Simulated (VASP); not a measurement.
# Nb (Im-3m) in VASP: settings compared, part 2 of 2

VASP 6.6.1.

## 4. Single point, PBEsol+D3(BJ)

This run uses another cell than the first one, of 16.90 Å³/atom, 0.865 times its volume.

The input, INCAR:

```
SYSTEM = Nb
ALGO = Normal
EDIFF = 1E-6
ENCUT = 500
GGA = PS
GGA_COMPAT = .False.
ISIF = 2
ISMEAR = -1
IVDW = 12
LASPH = .True.
LCHARG = .False.
LREAL = .False.
LWAVE = .False.
NBANDS = 12
NELM = 120
PREC = Accurate
SIGMA = 0.05
```

The input, KPOINTS:

```
k-points
0
Gamma
  11 11 11
  0 0 0
```

The input, POSCAR:

```
Nb
1.0
   -1.6165359764      1.6165359764      1.6165359764
    1.6165359764     -1.6165359764      1.6165359764
    1.6165359764      1.6165359764     -1.6165359764
Nb
1
Direct
    0.0000000000      0.0000000000      0.0000000000
```

Potentials or basis: VASP PAW PBE potentials, release 64 (Nb_sv).

Run with:

```
> cat potpaw_PBE.64/Nb_sv/POTCAR > POTCAR
> mpirun -np 1 vasp_std > vasp.out
```

OUTCAR:

```text
SYSTEM = Nb
   EDIFF = 1E-6
   ENCUT = 500
   GGA = PS
   ISIF = 2
   ISMEAR = -1
   IVDW = 12
   LASPH = .True.
   LREAL = .False.
   NELM = 120
   PREC = Accurate
 IVDW          = 12

 ion  position               nearest neighbor table
   1  0.000  0.000  0.000-

  LATTYP: Found a body centered cubic cell.
 ALAT       =     3.2330719528

  Lattice vectors:

 A1 = (  -1.6165359764,   1.6165359764,   1.6165359764)
 A2 = (   1.6165359764,  -1.6165359764,   1.6165359764)
 A3 = (   1.6165359764,   1.6165359764,  -1.6165359764)

Analysis of symmetry for initial positions (statically):
=====================================================================
 Subroutine PRICEL returns:
 Original cell was already a primitive cell.

 Routine SETGRP: Setting up the symmetry group for a
 body centered cubic supercell.

 Subroutine GETGRP returns: Found 48 space group operations
 (whereof 48 operations were pure point group operations)
 out of a pool of 48 trial point group operations.

The static configuration has the point symmetry O_h .

[... 165 lines left out ...]
  band No.  band energies     occupation
      1     -42.2424      2.00000
      2     -17.4042      2.00000
      3     -17.4042      2.00000
      4     -17.4042      2.00000
      5       5.8789      2.00000
      6      12.3000      0.00099
      7      12.3000      0.00099
      8      12.3000      0.00099
      9      15.4270      0.00000
     10      15.4270      0.00000
     11      26.3394      0.00000
     12      26.3394      0.00000
[... 331 lines left out ...]
 k-point    24 :       0.3636    0.1818    0.0909
  band No.  band energies     occupation
      1     -41.9050      2.00000
      2     -18.7839      2.00000
      3     -18.1631      2.00000
      4     -17.6872      2.00000
      5       9.3862      2.00000
      6      10.2460      2.00000
      7      12.4202      0.00009
      8      15.8936      0.00000
      9      16.3465      0.00000
     10      21.7222      0.00000
     11      23.1843      0.00000
     12      25.2200      0.00000

 [... further k-points ...]

------------------------ aborting loop because EDIFF is reached ----------------------------------------

 Edisp (eV)   -0.80239

 E8    (eV) :    -0.5701

  FORCE on cell =-STRESS in cart. coord.  units (eV):
  Direction    XX          YY          ZZ          XY          YZ          ZX
  --------------------------------------------------------------------------------------
  -------------------------------------------------------------------------------------
  Total      -0.03612    -0.03612    -0.03612    -0.00000    -0.00000     0.00000
  in kB      -3.42467    -3.42467    -3.42467    -0.00000    -0.00000     0.00000
  external pressure =       -3.42 kB  Pullay stress =        0.00 kB

 VOLUME and BASIS-vectors are now :
 -----------------------------------------------------------------------------
  energy-cutoff  :      500.00
  volume of cell :       16.90
      direct lattice vectors                 reciprocal lattice vectors
    -1.616535976  1.616535976  1.616535976     0.000000000  0.309303354  0.309303354
     1.616535976 -1.616535976  1.616535976     0.309303354  0.000000000  0.309303354
     1.616535976  1.616535976 -1.616535976     0.309303354  0.309303354  0.000000000

 POSITION                                       TOTAL-FORCE (eV/Angst)
 -----------------------------------------------------------------------------------
      0.00000      0.00000      0.00000         0.000000      0.000000     -0.000000
 -----------------------------------------------------------------------------------
    total drift:                                0.000000     -0.000000      0.000000

  FREE ENERGIE OF THE ION-ELECTRON SYSTEM (eV)
  ---------------------------------------------------
  free  energy   TOTEN  =       -11.7351684558 eV

  energy  without entropy=      -11.7194321073  energy(sigma->0) =      -11.72730028
```

OSZICAR:

```text
N       E                     dE             d eps       ncg     rms          rms(c)
DAV:   1     0.114207655726E+03    0.11421E+03   -0.71411E+03  1352   0.105E+03
DAV:   2    -0.680674380640E+01   -0.12101E+03   -0.11666E+03  1444   0.385E+02
DAV:   3    -0.111684181063E+02   -0.43617E+01   -0.41632E+01  1960   0.645E+01
DAV:   4    -0.113628169190E+02   -0.19440E+00   -0.19317E+00  1824   0.123E+01
DAV:   5    -0.113706221301E+02   -0.78052E-02   -0.77997E-02  1972   0.211E+00    0.811E+00
DAV:   6    -0.109740556196E+02    0.39657E+00   -0.58780E-01  2164   0.975E+00    0.291E+00
DAV:   7    -0.109278335168E+02    0.46222E-01   -0.18043E-01  2224   0.531E+00    0.938E-01
DAV:   8    -0.109327128439E+02   -0.48793E-02   -0.12562E-02  1564   0.146E+00    0.418E-02
DAV:   9    -0.109327679046E+02   -0.55061E-04   -0.97638E-04  2148   0.292E-01    0.414E-02
DAV:  10    -0.109327817405E+02   -0.13836E-04   -0.26790E-05  1624   0.588E-02    0.213E-02
DAV:  11    -0.109327776213E+02    0.41192E-05   -0.81471E-06  1784   0.480E-02    0.269E-03
DAV:  12    -0.109327774089E+02    0.21236E-06   -0.30400E-07   988   0.823E-03
   1 F= -.11735168E+02 E0= -.11727300E+02  d E =-.157363E-01
```

stdout:

```text
POSCAR found type information on POSCAR Nb
 POSCAR found :  1 types and       1 ions
 scaLAPACK will be used
 -----------------------------------------------------------------------------
|                                                                             |
|                                                                             |
|     You enforced a specific xc type in the INCAR file but a different       |
|     I HOPE YOU KNOW WHAT YOU ARE DOING!                                     |
|                                                                             |
 -----------------------------------------------------------------------------

 LDA part: xc-table for (Slater+PW92), standard interpolation
 POSCAR, INCAR and KPOINTS ok, starting setup
 FFT: planning ... GRIDC
 FFT: planning ... GRID_SOFT
 FFT: planning ... GRID
 WAVECAR not read
 entering main loop
```

It took 18 s on 1 thread of Intel Xeon 8259CL, shared host; peak memory 0.14 GiB.

Results:

| Item | Value |
| --- | --- |
| Free energy | -11.7352 eV |
| Pressure | -0.3 GPa |
| Dispersion energy per atom | -0.802 eV |

Caveat: the PAW data sets were made with another functional, which shifts forces and pressure a little; pairwise dispersion overbinds metals, which lowers pressure and volume.

## 5. Single point, PBE

This run uses another cell than the first one, of 18.43 Å³/atom, 0.943 times its volume.

The input, INCAR:

```
SYSTEM = Nb
ALGO = Normal
EDIFF = 1E-6
ENCUT = 500
GGA = PE
GGA_COMPAT = .False.
ISIF = 2
ISMEAR = 0
LASPH = .True.
LCHARG = .True.
LELF = .True.
LREAL = .False.
LVHAR = .True.
LWAVE = .False.
NBANDS = 12
NELM = 120
PREC = Accurate
SIGMA = 0.011
```

KPOINTS is that of step 4.

The input, POSCAR:

```
Nb
1.0
   -1.6639500000      1.6639500000      1.6639500000
    1.6639500000     -1.6639500000      1.6639500000
    1.6639500000      1.6639500000     -1.6639500000
Nb
1
Direct
    0.0000000000      0.0000000000      0.0000000000
```

Run with:

```
> cat potpaw_PBE.64/Nb_sv/POTCAR > POTCAR
> mpirun -np 1 vasp_std > vasp.out
```

Run time: 18 s. Hardware: 1 thread of Intel Xeon 8259CL, shared host; peak memory 0.14 GiB.

Results (log left out):

```
Free energy : -10.2059 eV
Pressure    : -2.1 GPa
```

Levels at points of the mesh, in eV from the Fermi level:
| k point | band 4 | band 5 | band 6 | band 7 | band 8 | band 9 |
| --- | --- | --- | --- | --- | --- | --- |
| (0.00, 0.00, 0.00) | -29.69 | -5.83 | 0.43 | 0.43 | 0.43 | 3.27 |

## 6. Single point, PBE

This run uses another cell than the first one, of 18.21 Å³/atom, 0.932 times its volume.

The input, INCAR:

```
PREC     = Accurate       # precision mode
ENCUT    = 500            # plane-wave cutoff, eV
EDIFF    = 1E-6           # SCF threshold, eV
ISMEAR   = -1             # smearing method
SIGMA    = 0.05           # smearing width, eV
LREAL    = False          # projectors in reciprocal space
LASPH    = True           # aspherical terms in the spheres
NELM     = 120            # most SCF steps
ALGO     = Normal         # electronic algorithm
ISIF     = 2              # what is computed and relaxed
LWAVE    = False          # write WAVECAR
LCHARG   = False          # write CHGCAR
GGA      = PE             # functional
NBANDS   = 12             # bands
GGA_COMPAT= False
```

The input, KPOINTS:

```
regular mesh
0
Gamma
  11 11 11
```

The input, POSCAR:

```
Nb
1.0
   -1.6573790901      1.6573790901      1.6573790901
    1.6573790901     -1.6573790901      1.6573790901
    1.6573790901      1.6573790901     -1.6573790901
Nb
1
Direct
    0.0000000000      0.0000000000      0.0000000000
```

Potentials or basis: VASP PAW PBE potentials, release 64 (Nb_sv).

Run with:

```
> cat potpaw_PBE.64/Nb_sv/POTCAR > POTCAR
> mpirun -np 1 vasp_std > vasp.out
```

OUTCAR:

```text
PREC = Accurate
   ENCUT = 500
   EDIFF = 1E-6
   ISMEAR = -1
   LREAL = False
   LASPH = True
   NELM = 120
   ISIF = 2
   GGA = PE

 ion  position               nearest neighbor table
   1  0.000  0.000  0.000-

  LATTYP: Found a body centered cubic cell.
 ALAT       =     3.3147581802

  Lattice vectors:

 A1 = (  -1.6573790901,   1.6573790901,   1.6573790901)
 A2 = (   1.6573790901,  -1.6573790901,   1.6573790901)
 A3 = (   1.6573790901,   1.6573790901,  -1.6573790901)

Analysis of symmetry for initial positions (statically):
=====================================================================
 Subroutine PRICEL returns:
 Original cell was already a primitive cell.

 Routine SETGRP: Setting up the symmetry group for a
 body centered cubic supercell.

 Subroutine GETGRP returns: Found 48 space group operations
 (whereof 48 operations were pure point group operations)
 out of a pool of 48 trial point group operations.

The static configuration has the point symmetry O_h .

Analysis of symmetry for dynamics (positions and initial velocities):
=====================================================================
 Subroutine PRICEL returns:
 Original cell was already a primitive cell.

 Routine SETGRP: Setting up the symmetry group for a
 body centered cubic supercell.

 Subroutine GETGRP returns: Found 48 space group operations
 (whereof 48 operations were pure point group operations)
 out of a pool of 48 trial point group operations.

The dynamic configuration has the point symmetry O_h .

 Subroutine INISYM returns: Found 48 space group operations
 (whereof 48 operations are pure point group operations),
 and found     1 'primitive' translations

----------------------------------------------------------------------------------------

                                     Primitive cell
[... 113 lines left out ...]
   LORBIT       =      0    0 simple, 1 ext, 2 COOP (PROOUT), +10 PAW based schemes
   GGA     = PE    functional components
   LHFCALC =     F    Hartree Fock is set to
   AEXX    =    0.0000 exact exchange contribution
   IVDW    =     0    specifies the selected vdW correction
   LEPSILON=     F    determine dielectric tensor
   LRPA    =     F    only Hartree local field effects (RPA)
 non-spin polarized calculation
  energy-cutoff  :      500.00
  volume of cell :       18.21
 maximum number of plane-waves:       472
 NGX is ok and might be reduce to    24
   NGX = 11   NGY = 11   NGZ = 11

 number of electron      12.9999999 magnetization

 Free energy of the ion-electron system (eV)
  ---------------------------------------------------
  ext. energy  EPLUGINS =         0.00000000
  ---------------------------------------------------
  free energy    TOTEN  =       -10.21537394 eV

  energy without entropy =      -10.20057729  energy(sigma->0) =      -10.20797562

 E-fermi :  10.9847     XC(G=0): -12.4451

 val. band max:       10.9726216775   @ k =  -0.1818   0.1818   0.0909
 cond. band min:      11.0323844744   @ k =   0.0909   0.0909   0.0000
 fundamental gap:      0.0597627970
 Fermi energy:        10.9846991621

 k-point     1 :       0.0000    0.0000    0.0000
  band No.  band energies     occupation
      1     -43.3681      2.00000
      2     -18.6875      2.00000
      3     -18.6875      2.00000
      4     -18.6875      2.00000
      5       5.0992      2.00000
      6      11.3895      0.00061
      7      11.3895      0.00061
      8      11.3895      0.00061
      9      14.2628      0.00000
     10      14.2628      0.00000
     11      25.2146      0.00000
     12      25.2146      0.00000
[... 331 lines left out ...]
 k-point    24 :       0.3636    0.1818    0.0909
  band No.  band energies     occupation
      1     -43.1210      2.00000
      2     -19.7688      2.00000
      3     -19.2816      2.00000
      4     -18.9053      2.00000
      5       8.6528      2.00000
      6       9.4726      2.00000
      7      11.3249      0.00222
      8      14.6433      0.00000
      9      15.0442      0.00000
     10      19.9613      0.00000
     11      21.3577      0.00000
     12      23.6232      0.00000

 [... further k-points ...]

------------------------ aborting loop because EDIFF is reached ----------------------------------------

  FORCE on cell =-STRESS in cart. coord.  units (eV):
  Direction    XX          YY          ZZ          XY          YZ          ZX
  --------------------------------------------------------------------------------------
  -------------------------------------------------------------------------------------
  Total       -0.0431025     -0.0431025     -0.0431025      0.0000000      0.0000000      0.0000000
  in kB       -3.7921633     -3.7921633     -3.7921633      0.0000000      0.0000000      0.0000000
  external PRESSURE =      -3.7921633 kB  Pullay stress =       0.0000000 kB

 VOLUME and BASIS-vectors are now :
 -----------------------------------------------------------------------------
  energy-cutoff  :      500.00
  volume of cell :       18.21
      direct lattice vectors                 reciprocal lattice vectors
    -1.657379090  1.657379090  1.657379090     0.000000000  0.301681132  0.301681132
     1.657379090 -1.657379090  1.657379090     0.301681132  0.000000000  0.301681132
     1.657379090  1.657379090 -1.657379090     0.301681132  0.301681132  0.000000000

 POSITION                                       TOTAL-FORCE (eV/Angst)
 -----------------------------------------------------------------------------------
      0.00000      0.00000      0.00000         0.000000      0.000000     -0.000000
 -----------------------------------------------------------------------------------
    total drift:                                0.000000      0.000000      0.000000

  FREE ENERGIE OF THE ION-ELECTRON SYSTEM (eV)
  ---------------------------------------------------
  free  energy   TOTEN  =       -10.2153739438 eV

  energy  without entropy=      -10.2005772922  energy(sigma->0) =      -10.20797562
```

OSZICAR:

```text
N       E                     dE             d eps       ncg     rms          rms(c)
DAV:   1     0.112919239701E+03    0.11292E+03   -0.70968E+03  1352   0.104E+03
DAV:   2    -0.612449969420E+01   -0.11904E+03   -0.11478E+03  1456   0.380E+02
DAV:   3    -0.103631897174E+02   -0.42387E+01   -0.40649E+01  1928   0.642E+01
DAV:   4    -0.106418881279E+02   -0.27870E+00   -0.27707E+00  1856   0.151E+01
DAV:   5    -0.106526738176E+02   -0.10786E-01   -0.10782E-01  1952   0.251E+00    0.703E+00
DAV:   6    -0.102547662470E+02    0.39791E+00   -0.60732E-01  2172   0.985E+00    0.246E+00
DAV:   7    -0.102098459107E+02    0.44920E-01   -0.18127E-01  2216   0.535E+00    0.969E-01
DAV:   8    -0.102153012580E+02   -0.54553E-02   -0.12244E-02  1624   0.145E+00    0.482E-02
DAV:   9    -0.102153628574E+02   -0.61599E-04   -0.10053E-03  2168   0.310E-01    0.415E-02
DAV:  10    -0.102153806924E+02   -0.17835E-04   -0.27612E-05  1608   0.684E-02    0.144E-02
DAV:  11    -0.102153742248E+02    0.64676E-05   -0.52918E-06  1772   0.383E-02    0.263E-03
DAV:  12    -0.102153739438E+02    0.28095E-06   -0.17360E-07   888   0.591E-03
   1 F= -.10215374E+02 E0= -.10207976E+02  d E =-.147967E-01
```

stdout:

```text
POSCAR found type information on POSCAR Nb
 POSCAR found :  1 types and       1 ions
 scaLAPACK will be used
 LDA part: xc-table for (Slater+PW92), standard interpolation
 POSCAR, INCAR and KPOINTS ok, starting setup
 FFT: planning ... GRIDC
 FFT: planning ... GRID_SOFT
 FFT: planning ... GRID
 WAVECAR not read
 entering main loop
```

Run time: 20 s. Hardware: 1 thread of Intel Xeon 8259CL, shared host; peak memory 0.14 GiB.

What came out:

```yaml
Free_energy: -10.2154 eV
Pressure: -0.4 GPa
```

Levels at points of the mesh, in eV from the Fermi level:
```
           k point  band 4  band 5  band 6  band 7  band 8  band 9
(0.00, 0.00, 0.00)  -29.67   -5.89    0.40    0.40    0.40    3.28
```

## 7. Overview

| level | potentials or basis | U | cell | smearing | gap on the mesh (eV) | pressure (GPa) |
| --- | --- | --- | --- | --- | --- | --- |
| LDA+U | VASP PAW LDA potentials, release 64 (Nb_sv) | Nb d U = 4.0 eV | a = 2.939 Å, angles 109.5°, 1 atom | methfessel-paxton 0.01 eV | none | -10.8 |
| PBE+D3(BJ) | VASP PAW PBE potentials, release 64 (Nb_sv) | - | a = 2.833 Å, angles 109.5°, 1 atom | fermi-dirac 0.05 eV | none | -0.4 |
| PBEsol+D3(BJ) | VASP PAW PBE potentials, release 64 (Nb_sv) | - | a = 2.800 Å, angles 109.5°, 1 atom | fermi-dirac 0.05 eV | none | -0.3 |
| PBE | VASP PAW PBE potentials, release 64 (Nb_sv) | - | a = 2.882 Å, angles 109.5°, 1 atom | gaussian 0.011 eV | none | -2.1 |
| PBE | VASP PAW PBE potentials, release 64 (Nb_sv) | - | a = 2.871 Å, angles 109.5°, 1 atom | fermi-dirac 0.05 eV | none | -0.4 |

Alike in all rows: task single point; no spin polarisation; k mesh 11 × 11 × 11; cutoff (eV) 500.

Caveats: pairwise dispersion overbinds metals, which lowers pressure and volume (some runs); U without spin polarisation on a metal has little footing (some runs); the U is typed as a test and isn't derived for this compound (some runs); the PAW data sets were made with another functional, which shifts forces and pressure a little (some runs).

Absolute energies hang on the potentials; compare differences alone.
